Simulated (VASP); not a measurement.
# CdSe in VASP: further runs

The runs below take CdSe through single point, with PBE.

Program: VASP 6.6.1. These are calculated values, not measurements. Logs are shortened: lines on timing, memory, paths and dates and some standing lists are left out, and cuts for length are marked.

**1. The cell of the first run**

The structure is trigonal, space group R3m (No. 160). Conventional cell: a = 4.360 Å, b = 4.360 Å, c = 10.574 Å, α = 90.00°, β = 90.00°, γ = 120.00°. Within 3.5 Å of Cd (site symmetry 3m) lie 4 Se at 2.66 Å. Within 3.5 Å of Se (site symmetry 3m) lie 4 Cd at 2.66 Å.

**2. Single point, PBE (epitaxial 111 strain +0.5%)**

INCAR reads:

```
  PREC = Accurate
  ENCUT = 520
  EDIFF = 1E-6
  ISMEAR = -1
  SIGMA = 0.02
  LREAL = F
  LASPH = T
  NELM = 100
  ALGO = Normal
  ISIF = 2
  LWAVE = F
  LCHARG = F
  GGA = PE
  NBANDS = 16
```

KPOINTS reads:

```
regular mesh
0
Gamma
  8 8 8
```

POSCAR reads:

```
CdSe
1.0
   -0.0205015423      3.0626183276      3.0626183276
    3.0626183276     -0.0205015423      3.0626183276
    3.0626183276      3.0626183276     -0.0205015423
Cd Se
1 1
Direct
   -0.0007119369     -0.0007119369     -0.0007119369
    0.2507119369      0.2507119369      0.2507119369
```

Potentials or basis: VASP PAW PBE potentials, release 64 (Cd, Se).

Command:

```
> cat potpaw_PBE.64/Cd/POTCAR potpaw_PBE.64/Se/POTCAR > POTCAR
> mpirun -np 1 vasp_std > vasp.out
```

OUTCAR:

```text
PREC = Accurate
   ENCUT = 520
   EDIFF = 1E-6
   ISMEAR = -1
   LREAL = F
   LASPH = T
   NELM = 100
   ISIF = 2
   GGA = PE

 ion  position               nearest neighbor table
   1  0.999  0.999  0.999-   2 2.66   2 2.66   2 2.66   2 2.66
   2  0.251  0.251  0.251-   1 2.66   1 2.66   1 2.66   1 2.66

  LATTYP: Found a trigonal (rhomboedric) cell.
 ALAT       =     4.3312448966
 COS(alpha) =     0.4932948249

  Lattice vectors:

 A1 = (  -0.0205015423,   3.0626183276,   3.0626183276)
 A2 = (   3.0626183276,  -0.0205015423,   3.0626183276)
 A3 = (   3.0626183276,   3.0626183276,  -0.0205015423)

Analysis of symmetry for initial positions (statically):
=====================================================================
 Subroutine PRICEL returns:
 Original cell was already a primitive cell.

 Routine SETGRP: Setting up the symmetry group for a
 trigonal (rhombohedral) supercell.

 Subroutine GETGRP returns: Found  6 space group operations
 (whereof  6 operations were pure point group operations)
 out of a pool of 12 trial point group operations.

The static configuration has the point symmetry C_3v.

Analysis of symmetry for dynamics (positions and initial velocities):
=====================================================================
 Subroutine PRICEL returns:
 Original cell was already a primitive cell.

 Routine SETGRP: Setting up the symmetry group for a
 trigonal (rhombohedral) supercell.

 Subroutine GETGRP returns: Found  6 space group operations
 (whereof  6 operations were pure point group operations)
 out of a pool of 12 trial point group operations.

The dynamic configuration has the point symmetry C_3v.

 Subroutine INISYM returns: Found  6 space group operations
 (whereof  6 operations are pure point group operations),
 and found     1 'primitive' translations

----------------------------------------------------------------------------------------

                                     Primitive cell

  volume of cell :      58.0293

  direct lattice vectors                    reciprocal lattice vectors
    -0.020501542  3.062618328  3.062618328    -0.161628762  0.162718017  0.162718017
     3.062618328 -0.020501542  3.062618328     0.162718017 -0.161628762  0.162718017
     3.062618328  3.062618328 -0.020501542     0.162718017  0.162718017 -0.161628762

  length of vectors
     4.331244897  4.331244897  4.331244897     0.281208398  0.281208398  0.281208398

  position of ions in fractional coordinates (direct lattice)
     0.999288063  0.999288063  0.999288063
     0.250711937  0.250711937  0.250711937

  ion indices of the primitive-cell ions
   primitive index   ion index
                 1           1
                 2           2

----------------------------------------------------------------------------------------

 KPOINTS: regular mesh

Automatic generation of k-mesh.
 Grid dimensions read from file:
 generate k-points for:    8    8    8

 Generating k-lattice:

  Cartesian coordinates                     Fractional coordinates (reciprocal lattice)
    -0.020203595  0.020339752  0.020339752     0.125000000 -0.000000000 -0.000000000
     0.020339752 -0.020203595  0.020339752    -0.000000000  0.125000000 -0.000000000
     0.020339752  0.020339752 -0.020203595    -0.000000000 -0.000000000  0.125000000

  Length of vectors
     0.035151050  0.035151050  0.035151050

  Shift w.r.t. Gamma in fractional coordinates (k-lattice)
     0.000000000  0.000000000  0.000000000

 Subroutine IBZKPT returns following result:
 ===========================================

 Found     65 irreducible k-points:

 Following reciprocal coordinates:
            Coordinates               Weight
  0.000000  0.000000  0.000000      1.000000
  0.125000 -0.000000 -0.000000      6.000000
  0.250000 -0.000000 -0.000000      6.000000
  0.375000  0.000000  0.000000      6.000000
  0.500000 -0.000000 -0.000000      3.000000
  0.125000  0.125000  0.000000      6.000000
[... 16 lines left out ...]
  0.250000  0.125000  0.125000      6.000000
  0.375000  0.125000  0.125000      6.000000
 [... further k-points ...]
   k-points           NKPTS =     65   k-points in BZ     NKDIM =     65   number of bands    NBANDS=     16
   number of dos      NEDOS =    301   number of ions     NIONS =      2
   total plane-waves  NPLWV =  32768
   dimension x,y,z NGX =    32 NGY =   32 NGZ =   32
   dimension x,y,z NGXF=    64 NGYF=   64 NGZF=   64
   ions per type =               1   1
   NGX,Y,Z   is equivalent  to a cutoff of  12.28, 12.28, 12.28 a.u.
   NGXF,Y,Z  is equivalent  to a cutoff of  24.57, 24.57, 24.57 a.u.
 SYSTEM =  unknown system
   PREC   = accura    normal or accurate (medium, high low for compatibility)
   ISTART =      0    job   : 0-new  1-cont  2-samecut
   ICHARG =      2    charge: 1-file 2-atom 10-const
   ISPIN  =      1    spin polarized calculation?
   LNONCOLLINEAR =      F non collinear calculations
   LSORBIT =      F    spin-orbit coupling
   LASPH  =      T    aspherical Exc in radial PAW
   ENCUT  =  520.0 eV  38.22 Ry    6.18 a.u.   8.05  8.05  8.05*2*pi/ulx,y,z
   NELM   =    100;   NELMIN=  2; NELMDL= -5     # of ELM steps
   EDIFF  = 0.1E-05   stopping-criterion for ELM
   LREAL  =      F    real-space projection
   EDIFFG = 0.1E-04   stopping-criterion for IOM
   NSW    =      0    number of steps for IOM
   IBRION =     -1    ionic relax: 0-MD 1-quasi-New 2-CG
   NFREE  =      0    steps in history (QN), initial steepest desc. (CG)
   ISIF   =      2    stress and relaxation
   ISYM   =      2    0-nonsym 1-usesym 2-fastsym
   POTIM  = 0.5000    time-step for ionic-motion
   TEBEG  =    0.0;   TEEND  =   0.0 temperature during run
   PSTRESS=    0.0 pullay stress
   NELECT =      18.0000    total number of electrons
   NUPDOWN=      -1.0000    fix difference up-down
   EMIN   =  10.00;   EMAX   =-10.00  energy-range for DOS
   EFERMI =   0.00;   METHOD = LEGACY
   ISMEAR =    -1;   SIGMA  =   0.02  broadening in eV -4-tet -1-fermi 0-gaus
   EFERMI_NEDOS =   21; number of points for ismear=-14 and -15
   IALGO  =     38    algorithm
   IMIX   =      4    mixing-type and parameters
     AMIX     =   0.40;   BMIX     =  1.00
     AMIX_MAG =   1.60;   BMIX_MAG =  1.00
  volume/ion in A,a.u.               =      29.01       195.80
  Fermi-wavevector in a.u.,A,eV,Ry     =   1.108196  2.094186 16.709283  1.228098
  Thomas-Fermi vector in A             =   2.244720
   LORBIT       =      0    0 simple, 1 ext, 2 COOP (PROOUT), +10 PAW based schemes
   GGA     = PE    functional components
   LHFCALC =     F    Hartree Fock is set to
   AEXX    =    0.0000 exact exchange contribution
   IVDW    =     0    specifies the selected vdW correction
   LEPSILON=     F    determine dielectric tensor
   LRPA    =     F    only Hartree local field effects (RPA)
 non-spin polarized calculation
  energy-cutoff  :      520.00
  volume of cell :       58.03
 maximum number of plane-waves:      1584
   NGX = 17   NGY = 17   NGZ = 17

 number of electron      18.0000008 magnetization

 Free energy of the ion-electron system (eV)
  ---------------------------------------------------
  ext. energy  EPLUGINS =         0.00000000
  ---------------------------------------------------
  free energy    TOTEN  =        -5.49131489 eV

  energy without entropy =       -5.49131489  energy(sigma->0) =       -5.49131489

 E-fermi :   0.9876     XC(G=0):  -8.7454

 val. band max:        0.7270793573   @ k =   0.0000   0.0000   0.0000
 cond. band min:       1.2433090491   @ k =   0.0000   0.0000   0.0000
 fundamental gap:      0.5162296918
 Fermi energy:         0.9876246989

 k-point     1 :       0.0000    0.0000    0.0000
  band No.  band energies     occupation
      1     -11.7239      2.00000
      2      -7.1361      2.00000
      3      -7.1361      2.00000
      4      -7.1319      2.00000
      5      -6.7930      2.00000
      6      -6.7930      2.00000
[... 8 lines left out ...]
     15      11.7283      0.00000
     16      11.7283      0.00000

 k-point     2 :       0.1250   -0.0000   -0.0000
  band No.  band energies     occupation
      1     -11.6743      2.00000
      2      -7.1202      2.00000
      3      -7.1171      2.00000
      4      -7.0891      2.00000
      5      -6.7939      2.00000
      6      -6.7935      2.00000
[... 8 lines left out ...]
     15      11.0049      0.00000
     16      11.0910      0.00000

 k-point     3 :       0.2500   -0.0000   -0.0000
  band No.  band energies     occupation
      1     -11.5532      2.00000
      2      -7.0854      2.00000
      3      -7.0833      2.00000
      4      -6.9353      2.00000
      5      -6.7917      2.00000
      6      -6.7900      2.00000
[... 8 lines left out ...]
     15      10.7837      0.00000
     16      10.8115      0.00000

 k-point     4 :       0.3750    0.0000    0.0000
  band No.  band energies     occupation
      1     -11.4308      2.00000
      2      -7.0573      2.00000
      3      -7.0566      2.00000
      4      -6.7811      2.00000
      5      -6.7781      2.00000
      6      -6.6831      2.00000
[... 8 lines left out ...]
     15      11.5214      0.00000
     16      11.6660      0.00000
[... 324 lines left out ...]
 k-point    22 :       0.1250    0.1250    0.1250
  band No.  band energies     occupation
      1     -11.6732      2.00000
      2      -7.1200      2.00000
      3      -7.1200      2.00000
      4      -7.0856      2.00000
      5      -6.7938      2.00000
      6      -6.7938      2.00000
[... 8 lines left out ...]
     15      10.9619      0.00000
     16      11.0864      0.00000

 k-point    23 :       0.2500    0.1250    0.1250
  band No.  band energies     occupation
      1     -11.5993      2.00000
      2      -7.1020      2.00000
      3      -7.0844      2.00000
      4      -7.0130      2.00000
      5      -6.8030      2.00000
      6      -6.7830      2.00000
[... 8 lines left out ...]
     15      10.8892      0.00000
     16      12.0387      0.00000

 k-point    24 :       0.3750    0.1250    0.1250
  band No.  band energies     occupation
      1     -11.4779      2.00000
      2      -7.0647      2.00000
      3      -7.0516      2.00000
      4      -6.8460      2.00000
      5      -6.8030      2.00000
      6      -6.7508      2.00000
[... 8 lines left out ...]
     15      11.3940      0.00000
     16      12.2497      0.00000

 [... further k-points ...]

------------------------ aborting loop because EDIFF is reached ----------------------------------------

  FORCE on cell =-STRESS in cart. coord.  units (eV):
  Direction    XX          YY          ZZ          XY          YZ          ZX
  --------------------------------------------------------------------------------------
  -------------------------------------------------------------------------------------
  Total        0.5205190      0.5205190      0.5205190      0.0511450      0.0511450      0.0511450
  in kB       14.3714140     14.3714140     14.3714140      1.4121013      1.4121013      1.4121013
  external PRESSURE =      14.3714140 kB  Pullay stress =       0.0000000 kB

 VOLUME and BASIS-vectors are now :
 -----------------------------------------------------------------------------
  energy-cutoff  :      520.00
  volume of cell :       58.03
      direct lattice vectors                 reciprocal lattice vectors
    -0.020501542  3.062618328  3.062618328    -0.161628762  0.162718017  0.162718017
     3.062618328 -0.020501542  3.062618328     0.162718017 -0.161628762  0.162718017
     3.062618328  3.062618328 -0.020501542     0.162718017  0.162718017 -0.161628762

 POSITION                                       TOTAL-FORCE (eV/Angst)
 -----------------------------------------------------------------------------------
      6.10039      6.10039      6.10039        -0.000234     -0.000234     -0.000234
      1.53053      1.53053      1.53053         0.000234      0.000234      0.000234
 -----------------------------------------------------------------------------------
    total drift:                               -0.000061     -0.000061     -0.000061

  FREE ENERGIE OF THE ION-ELECTRON SYSTEM (eV)
  ---------------------------------------------------
  free  energy   TOTEN  =        -5.4913148923 eV

  energy  without entropy=       -5.4913148861  energy(sigma->0) =       -5.49131489
```

Run time: 39 s. Hardware: 1 thread of Intel Xeon Platinum 8488C (Sapphire Rapids), shared host; peak memory 0.21 GiB.

Results:

| Property | Result |
| --- | --- |
| Free energy | -5.4913 eV |
| Pressure | 1.4 GPa |
| Band gap on the k mesh | 0.52 eV, direct |

Stress tensor (GPa, compression positive):
```
1.44 0.14 0.14
0.14 1.44 0.14
0.14 0.14 1.44
```

Caveat: the cell differs from its parent crystal (epitaxial 111 strain +0.5%).

**3. Single point, PBE (strain along [111] +4.0%)**

INCAR reads:

```
SYSTEM = CdSe
  PREC = Accurate
  ENCUT = 520
  EDIFF = 1E-6
  ISMEAR = -1
  SIGMA = 0.02
  LREAL = .FALSE.
  LASPH = .TRUE.
  NELM = 60
  ALGO = Normal
  ISIF = 2
  LWAVE = .FALSE.
  LCHARG = .TRUE.
  GGA = PE
  LELF = .TRUE.
  LVHAR = .TRUE.
  NBANDS = 16
```

KPOINTS reads:

```
Automatic mesh
0
G
  8 8 8
  0 0 0
```

POSCAR reads:

```
CdSe
1.0
    0.0818074924      3.1495884574      3.1495884574
    3.1495884574      0.0818074924      3.1495884574
    3.1495884574      3.1495884574      0.0818074924
Cd Se
1 1
Direct
    0.0022999568      0.0022999568      0.0022999568
    0.2477000432      0.2477000432      0.2477000432
```

Potentials or basis: VASP PAW PBE potentials, release 64 (Cd, Se).

Command:

```
> cat potpaw_PBE.64/Cd/POTCAR potpaw_PBE.64/Se/POTCAR > POTCAR
> mpirun -np 1 vasp_std > vasp.out
```

Wall time 49 s (1 thread of Intel Xeon Platinum 8488C (Sapphire Rapids), shared host); peak memory 0.24 GiB.

Results (log left out):

```yaml
Free_energy: -5.4908 eV
Pressure: -0.2 GPa
Largest_force: 0.008 eV/Å
Band_gap_on_the_k_mesh: 0.41 eV, direct
```

Forces on the atoms (eV/Å):
```
Cd   0.005  0.005  0.005
Se  -0.005 -0.005 -0.005
```

Stress tensor (GPa, compression positive):
```
-0.22 -0.60 -0.60
-0.60 -0.22 -0.60
-0.60 -0.60 -0.22
```

Levels at points of the mesh, in eV from the valence-band top:
```csv
k point,band 5,band 6,band 7,band 8,band 9,band 10,band 11,band 12,band 13,band 14
"(0.00, 0.00, 0.00)",-7.49,-7.49,-0.18,0.00,0.00,0.41,5.63,6.01,6.01,9.47
"(0.50, 0.00, 0.00)",-7.46,-7.23,-4.05,-0.82,-0.67,2.17,6.27,6.34,7.20,9.79
"(0.50, 0.50, 0.00)",-7.44,-7.18,-3.84,-1.79,-1.59,3.12,3.69,8.68,9.76,9.84
"(0.50, 0.50, 0.50)",-7.47,-7.27,-4.16,-0.61,-0.61,2.47,6.55,6.55,7.01,9.91
```

Caveat: the cell differs from its parent crystal (strain along [111] +4.0%).

[end of part 1 of 2]
